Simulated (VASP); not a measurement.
# BP (F-43m) in VASP: single point with PBEsol

Aim: the single point of BP with PBEsol.

Everything below comes from runs of VASP 6.6.1. Logs are shortened: lines on timing, memory, paths and dates and some standing lists are left out, and cuts for length are marked.

### 1 The cell of the first run

Symmetry: F-43m, No. 216, cubic system. The conventional cell has a = 4.538 Å, b = 4.538 Å, c = 4.538 Å, α = 90.00°, β = 90.00°, γ = 90.00°. B (site symmetry -43m) has 4 P at 1.97 Å within 2.6 Å. P (site symmetry -43m) has 4 B at 1.97 Å within 2.6 Å.

### 2 Single point, PBEsol

Input file INCAR:

```
SYSTEM = BP
ALGO = Normal
EDIFF = 1E-6
ENCUT = 500
GGA = PS
GGA_COMPAT = .False.
ISIF = 2
ISMEAR = 0
LASPH = .True.
LCHARG = .True.
LELF = .True.
LREAL = .False.
LVHAR = .True.
LWAVE = .False.
NBANDS = 11
NELM = 120
PREC = Accurate
SIGMA = 0.01
```

Input file KPOINTS:

```
k-points
0
Gamma
  8 8 8
  0 0 0
```

Input file POSCAR:

```
BP
1.0
    0.0000000000      2.2690000000      2.2690000000
    2.2690000000      0.0000000000      2.2690000000
    2.2690000000      2.2690000000      0.0000000000
B P
1 1
Direct
    0.0000000000      0.0000000000      0.0000000000
    0.7500000000      0.7500000000      0.7500000000
```

Potentials or basis: VASP PAW PBE potentials, release 64 (B, P).

Launch:

```
> cat potpaw_PBE.64/B/POTCAR potpaw_PBE.64/P/POTCAR > POTCAR
> mpirun -np 1 vasp_std > vasp.out
```

OUTCAR:

```text
SYSTEM = BP
   EDIFF = 1E-6
   ENCUT = 500
   GGA = PS
   ISIF = 2
   ISMEAR = 0
   LASPH = .True.
   LREAL = .False.
   NELM = 120
   PREC = Accurate

 ion  position               nearest neighbor table
   1  0.000  0.000  0.000-   2 1.97   2 1.97   2 1.97   2 1.97
   2  0.750  0.750  0.750-   1 1.97   1 1.97   1 1.97   1 1.97

  LATTYP: Found a face centered cubic cell.
 ALAT       =     4.5380000000

  Lattice vectors:

 A1 = (   0.0000000000,   2.2690000000,   2.2690000000)
 A2 = (   2.2690000000,   0.0000000000,   2.2690000000)
 A3 = (   2.2690000000,   2.2690000000,   0.0000000000)

Analysis of symmetry for initial positions (statically):
=====================================================================
 Subroutine PRICEL returns:
 Original cell was already a primitive cell.

 Routine SETGRP: Setting up the symmetry group for a
 face centered cubic supercell.

 Subroutine GETGRP returns: Found 24 space group operations
 (whereof 24 operations were pure point group operations)
 out of a pool of 48 trial point group operations.

The static configuration has the point symmetry T_d .

Analysis of symmetry for dynamics (positions and initial velocities):
=====================================================================
 Subroutine PRICEL returns:
 Original cell was already a primitive cell.

 Routine SETGRP: Setting up the symmetry group for a
 face centered cubic supercell.

 Subroutine GETGRP returns: Found 24 space group operations
 (whereof 24 operations were pure point group operations)
 out of a pool of 48 trial point group operations.

The dynamic configuration has the point symmetry T_d .

 Subroutine INISYM returns: Found 24 space group operations
 (whereof 24 operations are pure point group operations),
 and found     1 'primitive' translations

----------------------------------------------------------------------------------------

                                     Primitive cell

  volume of cell :      23.3633

  direct lattice vectors                    reciprocal lattice vectors
     0.000000000  2.269000000  2.269000000    -0.220361393  0.220361393  0.220361393
     2.269000000  0.000000000  2.269000000     0.220361393 -0.220361393  0.220361393
     2.269000000  2.269000000  0.000000000     0.220361393  0.220361393 -0.220361393

  length of vectors
     3.208850573  3.208850573  3.208850573     0.381677128  0.381677128  0.381677128

  position of ions in fractional coordinates (direct lattice)
     0.000000000  0.000000000  0.000000000
     0.750000000  0.750000000  0.750000000

  ion indices of the primitive-cell ions
   primitive index   ion index
                 1           1
                 2           2

----------------------------------------------------------------------------------------

 KPOINTS: k-points

Automatic generation of k-mesh.
 Grid dimensions read from file:
 generate k-points for:    8    8    8

 Generating k-lattice:

  Cartesian coordinates                     Fractional coordinates (reciprocal lattice)
    -0.027545174  0.027545174  0.027545174     0.125000000  0.000000000  0.000000000
     0.027545174 -0.027545174  0.027545174     0.000000000  0.125000000  0.000000000
     0.027545174  0.027545174 -0.027545174     0.000000000  0.000000000  0.125000000

  Length of vectors
     0.047709641  0.047709641  0.047709641

  Shift w.r.t. Gamma in fractional coordinates (k-lattice)
     0.000000000  0.000000000  0.000000000

 Subroutine IBZKPT returns following result:
 ===========================================

 Found     29 irreducible k-points:

 Following reciprocal coordinates:
            Coordinates               Weight
  0.000000  0.000000  0.000000      1.000000
  0.125000  0.000000  0.000000      8.000000
  0.250000  0.000000  0.000000      8.000000
  0.375000  0.000000  0.000000      8.000000
  0.500000  0.000000  0.000000      4.000000
  0.125000  0.125000  0.000000      6.000000
[... 16 lines left out ...]
  0.500000  0.250000  0.125000     48.000000
 -0.375000  0.250000  0.125000     24.000000
 [... further k-points ...]
   k-points           NKPTS =     29   k-points in BZ     NKDIM =     29   number of bands    NBANDS=     11
   number of dos      NEDOS =    301   number of ions     NIONS =      2
   total plane-waves  NPLWV =  13824
   dimension x,y,z NGX =    24 NGY =   24 NGZ =   24
   dimension x,y,z NGXF=    48 NGYF=   48 NGZF=   48
   ions per type =               1   1
   NGX,Y,Z   is equivalent  to a cutoff of  12.43, 12.43, 12.43 a.u.
   NGXF,Y,Z  is equivalent  to a cutoff of  24.87, 24.87, 24.87 a.u.
 SYSTEM =  BP
   PREC   = accura    normal or accurate (medium, high low for compatibility)
   ISTART =      0    job   : 0-new  1-cont  2-samecut
   ICHARG =      2    charge: 1-file 2-atom 10-const
   ISPIN  =      1    spin polarized calculation?
   LNONCOLLINEAR =      F non collinear calculations
   LSORBIT =      F    spin-orbit coupling
   LASPH  =      T    aspherical Exc in radial PAW
   ENCUT  =  500.0 eV  36.75 Ry    6.06 a.u.   5.85  5.85  5.85*2*pi/ulx,y,z
   NELM   =    120;   NELMIN=  2; NELMDL= -5     # of ELM steps
   EDIFF  = 0.1E-05   stopping-criterion for ELM
   LREAL  =      F    real-space projection
   EDIFFG = 0.1E-04   stopping-criterion for IOM
   NSW    =      0    number of steps for IOM
   IBRION =     -1    ionic relax: 0-MD 1-quasi-New 2-CG
   NFREE  =      0    steps in history (QN), initial steepest desc. (CG)
   ISIF   =      2    stress and relaxation
   ISYM   =      2    0-nonsym 1-usesym 2-fastsym
   POTIM  = 0.5000    time-step for ionic-motion
   TEBEG  =    0.0;   TEEND  =   0.0 temperature during run
   PSTRESS=    0.0 pullay stress
   NELECT =       8.0000    total number of electrons
   NUPDOWN=      -1.0000    fix difference up-down
   EMIN   =  10.00;   EMAX   =-10.00  energy-range for DOS
   EFERMI =   0.00;   METHOD = LEGACY
   ISMEAR =     0;   SIGMA  =   0.01  broadening in eV -4-tet -1-fermi 0-gaus
   EFERMI_NEDOS =   21; number of points for ismear=-14 and -15
   IALGO  =     38    algorithm
   IMIX   =      4    mixing-type and parameters
     AMIX     =   0.40;   BMIX     =  1.00
     AMIX_MAG =   1.60;   BMIX_MAG =  1.00
  volume/ion in A,a.u.               =      11.68        78.83
  Fermi-wavevector in a.u.,A,eV,Ry     =   1.145320  2.164342 17.847562  1.311759
  Thomas-Fermi vector in A             =   2.282009
   LORBIT       =      0    0 simple, 1 ext, 2 COOP (PROOUT), +10 PAW based schemes
   GGA     = PS    functional components
   LHFCALC =     F    Hartree Fock is set to
   AEXX    =    0.0000 exact exchange contribution
   IVDW    =     0    specifies the selected vdW correction
   LEPSILON=     F    determine dielectric tensor
   LRPA    =     F    only Hartree local field effects (RPA)
 non-spin polarized calculation
 Gauss-broadening in eV      SIGMA  =   0.01
  energy-cutoff  :      500.00
  volume of cell :       23.36
 maximum number of plane-waves:       609
   NGX = 11   NGY = 11   NGZ = 11

 number of electron       8.0000000 magnetization

 Free energy of the ion-electron system (eV)
  ---------------------------------------------------
  ext. energy  EPLUGINS =         0.00000000
  ---------------------------------------------------
  free energy    TOTEN  =       -13.66988309 eV

  energy without entropy =      -13.66988309  energy(sigma->0) =      -13.66988309

 E-fermi :   7.4877     XC(G=0): -11.0454

 val. band max:        7.4064178561   @ k =   0.0000   0.0000   0.0000
 cond. band min:       8.5693048554   @ k =   0.3750   0.3750   0.0000
 fundamental gap:      1.1628869993
 Fermi energy:         7.4876867741

 k-point     1 :       0.0000    0.0000    0.0000
  band No.  band energies     occupation
      1      -8.0920      2.00000
      2       7.4064      2.00000
      3       7.4064      2.00000
      4       7.4064      2.00000
      5      10.7628      0.00000
      6      10.7628      0.00000
      7      10.7628      0.00000
      8      14.7492      0.00000
      9      18.6485      0.00000
     10      19.5274      0.00000
     11      19.5274      0.00000

 k-point     2 :       0.1250    0.0000    0.0000
  band No.  band energies     occupation
      1      -7.8100      2.00000
      2       5.5356      2.00000
      3       6.9733      2.00000
      4       6.9733      2.00000
      5      11.2946      0.00000
      6      11.3598      0.00000
      7      11.3598      0.00000
      8      15.5305      0.00000
      9      18.5770      0.00000
     10      18.5770      0.00000
     11      19.4969      0.00000

 k-point     3 :       0.2500    0.0000    0.0000
  band No.  band energies     occupation
      1      -6.9823      2.00000
      2       2.5280      2.00000
      3       6.2805      2.00000
      4       6.2805      2.00000
      5      11.3570      0.00000
      6      12.1263      0.00000
      7      12.1263      0.00000
      8      16.9274      0.00000
      9      18.3057      0.00000
     10      18.3057      0.00000
     11      20.2239      0.00000

 k-point     4 :       0.3750    0.0000    0.0000
  band No.  band energies     occupation
      1      -5.7125      2.00000
      2      -0.2120      2.00000
      3       5.8027      2.00000
      4       5.8027      2.00000
      5      11.2063      0.00000
      6      12.1682      0.00000
      7      12.1682      0.00000
      8      17.3980      0.00000
      9      19.9782      0.00000
     10      19.9782      0.00000
     11      21.0471      0.00000
[... 239 lines left out ...]
 k-point    22 :       0.3750    0.2500    0.1250
  band No.  band energies     occupation
      1      -6.2562      2.00000
      2       2.4597      2.00000
      3       3.5696      2.00000
      4       5.4125      2.00000
      5      10.7969      0.00000
      6      13.3345      0.00000
      7      13.5399      0.00000
      8      14.8945      0.00000
      9      18.9466      0.00000
     10      21.2121      0.00000
     11      22.8856      0.00000

 k-point    23 :       0.5000    0.2500    0.1250
  band No.  band energies     occupation
      1      -5.0175      2.00000
      2       0.2742      2.00000
      3       2.9224      2.00000
      4       4.6315      2.00000
      5      11.4291      0.00000
      6      12.8092      0.00000
      7      14.6581      0.00000
      8      15.7009      0.00000
      9      19.7483      0.00000
     10      20.7373      0.00000
     11      24.3278      0.00000

 k-point    24 :      -0.3750    0.2500    0.1250
  band No.  band energies     occupation
      1      -4.0818      2.00000
      2      -1.0915      2.00000
      3       2.8470      2.00000
      4       4.2571      2.00000
      5      11.5050      0.00000
      6      12.5393      0.00000
      7      15.6809      0.00000
      8      17.1275      0.00000
      9      17.7631      0.00000
     10      21.7779      0.00000
     11      24.0699      0.00000

 [... further k-points ...]

------------------------ aborting loop because EDIFF is reached ----------------------------------------

  FORCE on cell =-STRESS in cart. coord.  units (eV):
  Direction    XX          YY          ZZ          XY          YZ          ZX
  --------------------------------------------------------------------------------------
  -------------------------------------------------------------------------------------
  Total       -0.2673437     -0.2673437     -0.2673437     -0.0000000      0.0000000      0.0000000
  in kB      -18.3335674    -18.3335674    -18.3335674     -0.0000000      0.0000000      0.0000000
  external PRESSURE =     -18.3335674 kB  Pullay stress =       0.0000000 kB

 VOLUME and BASIS-vectors are now :
 -----------------------------------------------------------------------------
  energy-cutoff  :      500.00
  volume of cell :       23.36
      direct lattice vectors                 reciprocal lattice vectors
     0.000000000  2.269000000  2.269000000    -0.220361393  0.220361393  0.220361393
     2.269000000  0.000000000  2.269000000     0.220361393 -0.220361393  0.220361393
     2.269000000  2.269000000  0.000000000     0.220361393  0.220361393 -0.220361393

 POSITION                                       TOTAL-FORCE (eV/Angst)
 -----------------------------------------------------------------------------------
      0.00000      0.00000      0.00000        -0.000000     -0.000000     -0.000000
      3.40350      3.40350      3.40350         0.000000      0.000000      0.000000
 -----------------------------------------------------------------------------------
    total drift:                               -0.000000     -0.000000     -0.000000

  FREE ENERGIE OF THE ION-ELECTRON SYSTEM (eV)
  ---------------------------------------------------
  free  energy   TOTEN  =       -13.6698830931 eV

  energy  without entropy=      -13.6698830931  energy(sigma->0) =      -13.66988309
```

Wall time 15 s (1 thread of Intel Xeon 8259CL, shared host); peak memory 0.13 GiB.

What came out:

- Free energy: -13.6699 eV
- Pressure: -1.8 GPa
- Band gap on the k mesh: 1.16 eV, indirect (least direct gap 3.36 eV)

Caveat: the PAW data sets were made with another functional, which shifts forces and pressure a little. A k mesh can miss the band edges.
